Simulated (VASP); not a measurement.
# SiC4 (P6_3/mmc) in VASP: a series of runs

The runs below take SiC4 through single point, relaxation of cell and atoms, with PBE.

All numbers are computed with VASP 6.6.1; they aren't measurements. Logs are shortened: lines on timing, memory, paths and dates and some standing lists are left out, and cuts for length are marked.

## (1) The cell of the first run

The structure is hexagonal, space group P6_3/mmc (No. 194). The conventional cell has a = 2.471 Å, b = 2.471 Å, c = 23.928 Å, α = 90.00°, β = 90.00°, γ = 120.00°. Si (site symmetry -6m2) has 6 Si at 2.47 Å within 3.3 Å. Within 1.9 Å of C (site symmetry 3m) lie 3 C at 1.43 Å. C (site symmetry 3m) has 3 C at 1.43 Å within 1.9 Å.

## (2) Single point, PBE

INCAR

```
ALGO     = Normal         # electronic algorithm
EDIFF    = 1E-7           # SCF threshold, eV
ENCUT    = 520            # plane-wave cutoff, eV
GGA      = PE             # functional
ISIF     = 2              # what is computed and relaxed
ISMEAR   = 0              # smearing method
LASPH    = T              # aspherical terms in the spheres
LCHARG   = T              # write CHGCAR
LELF     = T              # ELF
LREAL    = F              # projectors in reciprocal space
LVHAR    = T            
LWAVE    = F              # write WAVECAR
NBANDS   = 31             # bands
NELM     = 100            # most SCF steps
PREC     = Accurate       # precision mode
SIGMA    = 0.1            # smearing width, eV
```

KPOINTS

```
k-points
0
Gamma
  6 6 1
```

POSCAR

```
SiC4
1.0
    2.4707142777      0.0000000000      0.0000000000
   -1.2353571388      2.1397013300      0.0000000000
    0.0000000000      0.0000000000     23.9281544146
Si C
2 8
Direct
    0.3333333333      0.6666666667      0.7500000000
    0.6666666667      0.3333333333      0.2500000000
    0.3333333333      0.6666666667      0.9236637383
    0.3333333333      0.6666666667      0.0763289507
    0.3333333333      0.6666666667      0.4236710493
    0.3333333333      0.6666666667      0.5763362617
    0.6666666667      0.3333333333      0.5763289507
    0.6666666667      0.3333333333      0.9236710493
    0.6666666667      0.3333333333      0.0763362617
    0.6666666667      0.3333333333      0.4236637383
```

Potentials or basis: VASP PAW PBE potentials, release 64 (Si, C).

Started as:

```sh
$ cat potpaw_PBE.64/Si/POTCAR potpaw_PBE.64/C/POTCAR > POTCAR
$ mpirun -np 1 vasp_std > vasp.out
```

OUTCAR:

```text
EDIFF = 1E-7
   ENCUT = 520
   GGA = PE
   ISIF = 2
   ISMEAR = 0
   LASPH = T
   LREAL = F
   NELM = 100
   PREC = Accurate

 ion  position               nearest neighbor table
   1  0.333  0.667  0.750-
   2  0.667  0.333  0.250-
   3  0.333  0.667  0.924-   8 1.43   8 1.43   8 1.43
   4  0.333  0.667  0.076-   9 1.43   9 1.43   9 1.43
   5  0.333  0.667  0.424-  10 1.43  10 1.43  10 1.43
   6  0.333  0.667  0.576-   7 1.43   7 1.43   7 1.43
   7  0.667  0.333  0.576-   6 1.43   6 1.43   6 1.43
   8  0.667  0.333  0.924-   3 1.43   3 1.43   3 1.43
   9  0.667  0.333  0.076-   4 1.43   4 1.43   4 1.43
  10  0.667  0.333  0.424-   5 1.43   5 1.43   5 1.43

  LATTYP: Found a hexagonal cell.
 ALAT       =     2.4707142777
 C/A-ratio  =     9.6847112718

  Lattice vectors:

 A1 = (   2.4707142777,   0.0000000000,   0.0000000000)
 A2 = (  -1.2353571388,   2.1397013300,   0.0000000000)
 A3 = (   0.0000000000,   0.0000000000,  23.9281544146)

Analysis of symmetry for initial positions (statically):
=====================================================================
 Subroutine PRICEL returns:
 Original cell was already a primitive cell.

 Routine SETGRP: Setting up the symmetry group for a
 hexagonal supercell.

 Subroutine GETGRP returns: Found 24 space group operations
 (whereof 12 operations were pure point group operations)
 out of a pool of 24 trial point group operations.

The static configuration has the point symmetry D_3d.
 The point group associated with its full space group is D_6h.

Analysis of symmetry for dynamics (positions and initial velocities):
=====================================================================
 Subroutine PRICEL returns:
 Original cell was already a primitive cell.

 Routine SETGRP: Setting up the symmetry group for a
 hexagonal supercell.

 Subroutine GETGRP returns: Found 24 space group operations
 (whereof 12 operations were pure point group operations)
 out of a pool of 24 trial point group operations.

The dynamic configuration has the point symmetry D_3d.
 The point group associated with its full space group is D_6h.

 Subroutine INISYM returns: Found 24 space group operations
[... 97 lines left out ...]
   EDIFFG = 0.1E-05   stopping-criterion for IOM
   NSW    =      0    number of steps for IOM
   IBRION =     -1    ionic relax: 0-MD 1-quasi-New 2-CG
   NFREE  =      0    steps in history (QN), initial steepest desc. (CG)
   ISIF   =      2    stress and relaxation
   ISYM   =      2    0-nonsym 1-usesym 2-fastsym
   POTIM  = 0.5000    time-step for ionic-motion
   TEBEG  =    0.0;   TEEND  =   0.0 temperature during run
   PSTRESS=    0.0 pullay stress
   NELECT =      40.0000    total number of electrons
   NUPDOWN=      -1.0000    fix difference up-down
   EMIN   =  10.00;   EMAX   =-10.00  energy-range for DOS
   EFERMI =   0.00;   METHOD = LEGACY
   ISMEAR =     0;   SIGMA  =   0.10  broadening in eV -4-tet -1-fermi 0-gaus
   EFERMI_NEDOS =   21; number of points for ismear=-14 and -15
   IALGO  =     38    algorithm
   IMIX   =      4    mixing-type and parameters
     AMIX     =   0.40;   BMIX     =  1.00
     AMIX_MAG =   1.60;   BMIX_MAG =  1.00
  volume/ion in A,a.u.               =      12.65        85.37
  Fermi-wavevector in a.u.,A,eV,Ry     =   1.115321  2.107651 16.924843  1.243941
  Thomas-Fermi vector in A             =   2.251925
   LORBIT       =      0    0 simple, 1 ext, 2 COOP (PROOUT), +10 PAW based schemes
   GGA     = PE    functional components
   LHFCALC =     F    Hartree Fock is set to
   AEXX    =    0.0000 exact exchange contribution
   IVDW    =     0    specifies the selected vdW correction
   LEPSILON=     F    determine dielectric tensor
   LRPA    =     F    only Hartree local field effects (RPA)
 non-spin polarized calculation
 Gauss-broadening in eV      SIGMA  =   0.10
  energy-cutoff  :      520.00
  volume of cell :      126.50
 maximum number of plane-waves:      3444
   NGX =  9   NGY =  9   NGZ = 89

 number of electron      39.9999995 magnetization

 Free energy of the ion-electron system (eV)
  ---------------------------------------------------
  ext. energy  EPLUGINS =         0.00000000
  ---------------------------------------------------
  free energy    TOTEN  =       -82.79986864 eV

  energy without entropy =      -82.77873281  energy(sigma->0) =      -82.78930073

 E-fermi :   3.6841     XC(G=0):  -9.1743

 val. band max:        3.6456850786   @ k =   0.3333  -0.0000   0.0000
 cond. band min:       3.9896421643   @ k =   0.3333   0.3333   0.0000
 fundamental gap:      0.3439570857
 Fermi energy:         3.6840861635

 k-point     1 :       0.0000    0.0000    0.0000
  band No.  band energies     occupation
      1     -15.7263      2.00000
      2     -15.7263      2.00000
      3     -15.6501      2.00000
      4     -15.6500      2.00000
      5      -8.4823      2.00000
      6      -8.4821      2.00000
[... 227 lines left out ...]
     30      11.4546      0.00000
     31      11.5544      0.00000

------------------------ aborting loop because EDIFF is reached ----------------------------------------

  FORCE on cell =-STRESS in cart. coord.  units (eV):
  Direction    XX          YY          ZZ          XY          YZ          ZX
  --------------------------------------------------------------------------------------
  -------------------------------------------------------------------------------------
  Total        0.3378891      0.3378891      0.2040226      0.0000000      0.0000000      0.0000000
  in kB        4.2795675      4.2795675      2.5840685      0.0000000      0.0000000      0.0000000
  external PRESSURE =       3.7144011 kB  Pullay stress =       0.0000000 kB

 VOLUME and BASIS-vectors are now :
 -----------------------------------------------------------------------------
  energy-cutoff  :      520.00
  volume of cell :      126.50
      direct lattice vectors                 reciprocal lattice vectors
     2.470714278  0.000000000  0.000000000     0.404741256  0.233677473  0.000000000
    -1.235357139  2.139701330  0.000000000     0.000000000  0.467354946  0.000000000
     0.000000000  0.000000000 23.928154415     0.000000000  0.000000000  0.041791773

 POSITION                                       TOTAL-FORCE (eV/Angst)
 -----------------------------------------------------------------------------------
     -0.00000      1.42647     17.94612         0.000000     -0.000000      0.000000
      1.23536      0.71323      5.98204         0.000000     -0.000000      0.000000
     -0.00000      1.42647     22.10157        -0.000000      0.000000      0.002386
     -0.00000      1.42647      1.82641         0.000000      0.000000     -0.001784
     -0.00000      1.42647     10.13767         0.000000      0.000000      0.001784
     -0.00000      1.42647     13.79066        -0.000000      0.000000     -0.002386
      1.23536      0.71323     13.79049        -0.000000     -0.000000     -0.001784
      1.23536      0.71323     22.10174        -0.000000     -0.000000      0.001784
      1.23536      0.71323      1.82659         0.000000     -0.000000     -0.002386
      1.23536      0.71323     10.13749         0.000000     -0.000000      0.002386
 -----------------------------------------------------------------------------------
    total drift:                               -0.000000      0.000000     -0.000000

  FREE ENERGIE OF THE ION-ELECTRON SYSTEM (eV)
  ---------------------------------------------------
  free  energy   TOTEN  =       -82.7998686421 eV

  energy  without entropy=      -82.7787328131  energy(sigma->0) =      -82.78930073
```

OSZICAR:

```text
N       E                     dE             d eps       ncg     rms          rms(c)
DAV:   1     0.154090278579E+03    0.15409E+03   -0.18834E+04   434   0.114E+03
DAV:   2    -0.740388066846E+02   -0.22813E+03   -0.21767E+03   568   0.230E+02
DAV:   3    -0.882133089354E+02   -0.14175E+02   -0.14090E+02   540   0.570E+01
DAV:   4    -0.884390887165E+02   -0.22578E+00   -0.22554E+00   575   0.827E+00
DAV:   5    -0.884440712137E+02   -0.49825E-02   -0.49817E-02   582   0.117E+00    0.134E+01
DAV:   6    -0.839041231979E+02    0.45399E+01   -0.43297E+00   520   0.828E+00    0.775E+00
DAV:   7    -0.828194340679E+02    0.10847E+01   -0.23353E+00   512   0.627E+00    0.272E+00
DAV:   8    -0.827998530215E+02    0.19581E-01   -0.30936E-01   538   0.236E+00    0.938E-01
DAV:   9    -0.828068596405E+02   -0.70066E-02   -0.39511E-02   490   0.831E-01    0.251E-01
DAV:  10    -0.827995324032E+02    0.73272E-02   -0.44724E-03   550   0.276E-01    0.557E-02
DAV:  11    -0.827999462369E+02   -0.41383E-03   -0.54969E-04   542   0.104E-01    0.603E-02
DAV:  12    -0.827999210380E+02    0.25199E-04   -0.12686E-04   535   0.465E-02    0.326E-02
DAV:  13    -0.827998818684E+02    0.39170E-04   -0.69635E-05   548   0.345E-02    0.173E-02
DAV:  14    -0.827998704016E+02    0.11467E-04   -0.91912E-06   542   0.123E-02    0.652E-03
DAV:  15    -0.827998687083E+02    0.16933E-05   -0.26361E-06   525   0.671E-03    0.206E-03
DAV:  16    -0.827998686421E+02    0.66219E-07   -0.16082E-07   484   0.173E-03
   1 F= -.82799869E+02 E0= -.82789301E+02  d E =-.211358E-01
```

Wall time 34 s (1 thread of AMD EPYC 9R14 (Zen 4), shared host); peak memory 0.19 GiB.

Results:

```
Free energy            : -82.7999 eV
Pressure               : 0.4 GPa
Band gap on the k mesh : zero (band 20 reaches 3.65 eV, above the bottom of band 21 at 3.61 eV)
```

Forces on the atoms (eV/Å):
```
Si   0.000  0.000  0.000
Si   0.000  0.000  0.000
C    0.000  0.000  0.002
C    0.000  0.000 -0.002
C    0.000  0.000  0.002
C    0.000  0.000 -0.002
C    0.000  0.000 -0.002
C    0.000  0.000  0.002
C    0.000  0.000 -0.002
C    0.000  0.000  0.002
```

Levels at points of the mesh, in eV from the Fermi level:
```csv
k point,band 17,band 18,band 19,band 20,band 21,band 22,band 23,band 24
"(0.00, 0.00, 0.00)",-2.95,-2.95,-2.95,-2.95,3.10,3.53,4.80,6.17
"(0.50, 0.00, 0.00)",-2.46,-2.45,-2.03,-2.01,1.48,1.50,2.03,2.07
```

Caveat: the k points lie up to 0.49 Å⁻¹ apart.

## (3) Single point, PBE

This run uses another cell than the first one, of 13.29 Å³/atom, 1.051 times its volume.

INCAR

```
PREC = Accurate
ENCUT = 520
EDIFF = 1E-7
ISMEAR = 0
SIGMA = 0.1
LREAL = F
LASPH = T
NELM = 60
ALGO = Normal
ISIF = 2
LWAVE = F
LCHARG = F
GGA = PE
NBANDS = 31
```

KPOINTS

```
Automatic mesh
0
Gamma
  6 6 1
```

POSCAR

```
SiC4
1.0
    2.6892640200      0.0000000000      0.0000000000
   -1.3446320100      2.3289709600      0.0000000000
    0.0000000000      0.0000000000     21.2199281800
Si C
2 8
Direct
    0.3333333300      0.6666666700      0.7500000000
    0.6666666700      0.3333333300      0.2500000000
    0.3333333300      0.6666666700      0.9500000000
    0.3333333300      0.6666666700      0.1500000000
    0.3333333300      0.6666666700      0.3500000000
    0.3333333300      0.6666666700      0.5500000000
    0.6666666700      0.3333333300      0.6500000000
    0.6666666700      0.3333333300      0.8500000000
    0.6666666700      0.3333333300      0.0500000000
    0.6666666700      0.3333333300      0.4500000000
```

Potentials or basis: VASP PAW PBE potentials, release 64 (Si, C).

Started as:

```sh
$ cat potpaw_PBE.64/Si/POTCAR potpaw_PBE.64/C/POTCAR > POTCAR
$ mpirun -np 1 vasp_std > vasp.out
```

OUTCAR:

```text
PREC = Accurate
   ENCUT = 520
   EDIFF = 1E-7
   ISMEAR = 0
   LREAL = F
   LASPH = T
   NELM = 60
   ISIF = 2
   GGA = PE

 ion  position               nearest neighbor table
   1  0.333  0.667  0.750-
   2  0.667  0.333  0.250-
   3  0.333  0.667  0.950-
   4  0.333  0.667  0.150-
   5  0.333  0.667  0.350-
   6  0.333  0.667  0.550-
   7  0.667  0.333  0.650-
   8  0.667  0.333  0.850-
   9  0.667  0.333  0.050-
  10  0.667  0.333  0.450-
[... 437 lines left out ...]
  Total      -18.7633901    -18.7633902    -23.7431937     -0.0000000      0.0000000      0.0000000
  in kB     -226.1936803   -226.1936805   -286.2254804     -0.0000000      0.0000000      0.0000000
  external PRESSURE =    -246.2042804 kB  Pullay stress =       0.0000000 kB

 VOLUME and BASIS-vectors are now :
 -----------------------------------------------------------------------------
  energy-cutoff  :      520.00
  volume of cell :      132.91
      direct lattice vectors                 reciprocal lattice vectors
     2.689264020  0.000000000  0.000000000     0.371848949  0.214687091  0.000000000
    -1.344632010  2.328970960  0.000000000     0.000000000  0.429374182  0.000000000
     0.000000000  0.000000000 21.219928180     0.000000000  0.000000000  0.047125513

 POSITION                                       TOTAL-FORCE (eV/Angst)
 -----------------------------------------------------------------------------------
     -0.00000      1.55265     15.91495        -0.000000     -0.000000     -0.000000
      1.34463      0.77632      5.30498         0.000000      0.000000     -0.000000
     -0.00000      1.55265     20.15893        -0.000000      0.000000     -0.064751
     -0.00000      1.55265      3.18299        -0.000000     -0.000000     -0.000553
     -0.00000      1.55265      7.42697        -0.000000     -0.000000      0.000553
     -0.00000      1.55265     11.67096         0.000000     -0.000000      0.064751
      1.34463      0.77632     13.79295         0.000000      0.000000     -0.000553
      1.34463      0.77632     18.03694         0.000000      0.000000      0.000553
      1.34463      0.77632      1.06100         0.000000      0.000000      0.064751
      1.34463      0.77632      9.54897         0.000000      0.000000     -0.064751
 -----------------------------------------------------------------------------------
    total drift:                               -0.000005      0.000003      0.000000

  FREE ENERGIE OF THE ION-ELECTRON SYSTEM (eV)
  ---------------------------------------------------
  free  energy   TOTEN  =       -41.3043110062 eV

  energy  without entropy=      -41.2657688233  energy(sigma->0) =      -41.28503991
```

OSZICAR:

```text
N       E                     dE             d eps       ncg     rms          rms(c)
DAV:   1     0.899219715529E+02    0.89922E+02   -0.17473E+04   434   0.113E+03
DAV:   2    -0.309920845632E+02   -0.12091E+03   -0.11351E+03   521   0.175E+02
DAV:   3    -0.413231137167E+02   -0.10331E+02   -0.98635E+01   652   0.399E+01
DAV:   4    -0.416438098077E+02   -0.32070E+00   -0.31624E+00   644   0.709E+00
DAV:   5    -0.416642659890E+02   -0.20456E-01   -0.20401E-01   633   0.159E+00    0.472E+00
DAV:   6    -0.420041344076E+02   -0.33987E+00   -0.46345E+00   740   0.658E+00    0.496E+00
DAV:   7    -0.413522994776E+02    0.65183E+00   -0.40167E+00   708   0.605E+00    0.221E+00
DAV:   8    -0.413102381074E+02    0.42061E-01   -0.49175E-01   590   0.283E+00    0.643E-01
DAV:   9    -0.413046401102E+02    0.55980E-02   -0.53632E-02   655   0.100E+00    0.330E-01
DAV:  10    -0.413042401516E+02    0.39996E-03   -0.51906E-03   622   0.301E-01    0.219E-01
DAV:  11    -0.413044023766E+02   -0.16223E-03   -0.19944E-03   656   0.182E-01    0.827E-02
DAV:  12    -0.413043170213E+02    0.85355E-04   -0.47087E-04   572   0.105E-01    0.274E-02
DAV:  13    -0.413043098175E+02    0.72038E-05   -0.92124E-05   719   0.362E-02    0.146E-02
DAV:  14    -0.413043112604E+02   -0.14429E-05   -0.10895E-05   588   0.158E-02    0.405E-03
DAV:  15    -0.413043109230E+02    0.33743E-06   -0.62800E-07   607   0.319E-03    0.185E-03
DAV:  16    -0.413043110386E+02   -0.11562E-06   -0.62554E-08   413   0.134E-03    0.461E-04
DAV:  17    -0.413043110062E+02    0.32350E-07   -0.19621E-08   413   0.634E-04
   1 F= -.41304311E+02 E0= -.41285040E+02  d E =-.385422E-01
```

stdout:

```text
POSCAR found type information on POSCAR SiC
 POSCAR found :  2 types and      10 ions
 scaLAPACK will be used
 LDA part: xc-table for (Slater+PW92), standard interpolation
 POSCAR, INCAR and KPOINTS ok, starting setup
 FFT: planning ... GRIDC
 FFT: planning ... GRID_SOFT
 FFT: planning ... GRID
 WAVECAR not read
 entering main loop
```

It took 38 s on 1 thread of AMD EPYC 9R14 (Zen 4), shared host; peak memory 0.2 GiB.

What came out:

```
Free energy            : -41.3043 eV
Pressure               : -24.6 GPa
Largest force          : 0.065 eV/Å
Band gap on the k mesh : zero (band 20 reaches 6.65 eV, above the bottom of band 21 at 1.73 eV)
```

Forces in eV/Å, atoms in the order of the input:
```
Si   0.000  0.000  0.000
Si   0.000  0.000  0.000
C    0.000  0.000 -0.065
C    0.000  0.000 -0.001
C    0.000  0.000  0.001
C    0.000  0.000  0.065
C    0.000  0.000 -0.001
C    0.000  0.000  0.001
C    0.000  0.000  0.065
C    0.000  0.000 -0.065
```

Caveat: the k points lie up to 0.45 Å⁻¹ apart.

(Continued in part 2 of 2.)
